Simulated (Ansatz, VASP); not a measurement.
# K2S in VASP and in Ansatz

```
K S
1.0
     0.00000    3.70272    3.70272
     3.70272    0.00000    3.70272
     3.70272    3.70272    0.00000
K S
2 1
Direct
  0.25000 0.25000 0.25000
  0.75000 0.75000 0.75000
  0.00000 0.00000 0.00000
```

Alike in both runs: task single point; functional PBE; k mesh 6 × 6 × 6; occupations fermi-dirac, width 0.02 eV; no spin polarisation.

|  | VASP | Ansatz |
| --- | --- | --- |
| version | VASP 6.6.1 | Ansatz 0.2.0 |
| potentials or method | VASP PAW PBE potentials, release 64 (K_sv, S) | plane waves, PAW |
| plane-wave cutoff (eV) | 500 | 420 |
| valence electrons in the cell | 24 | 24 |

|  | VASP | Ansatz | Ansatz less VASP |
| --- | --- | --- | --- |
| gap on the k mesh at the Fermi level (eV) | 2.38 | 2.38 | +0.002 |
| pressure (GPa) | 0.5 | 0.4 | -0.03 |
